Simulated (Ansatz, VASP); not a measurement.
# One calculation of Os, two programs

```
Os
1.0
     0.00000    1.91362    2.00930
     1.91362    0.00000    2.00930
     1.91362    1.91362    0.00000
Os
1
Direct
  0.00000 0.00000 0.00000
```

Alike in both runs: task single point; functional r2SCAN; k mesh 24 × 24 × 24; occupations gaussian, width 0.15 eV; no spin polarisation.

```csv
,VASP,Ansatz
version,VASP 6.6.1,Ansatz 0.2.0
potentials or method,"VASP PAW PBE potentials, release 64 (Os), cutoff 520 eV","scalar-relativistic, plane waves, PAW"
valence electrons in the cell,8,16
```

VASP gave:

* gap on the k mesh at the Fermi level (eV): none
* pressure (GPa): -15.9
* traceless stress, the component that is largest in VASP (GPa): -10.26

Estimate Ansatz's values.

gap on the k mesh at the Fermi level (eV): none; pressure (GPa): -16.5; traceless stress, the component that is largest in VASP (GPa): -10.38.

VASP's potentials were made for PBE, not for r2SCAN. A gap of «none» marks a metal or a gap that the smearing closes. VASP's potentials hold 8 valence electrons a cell and Ansatz's 16, so a difference there can come from the potentials and not from the codes.

Neither program's run includes spin-orbit coupling.
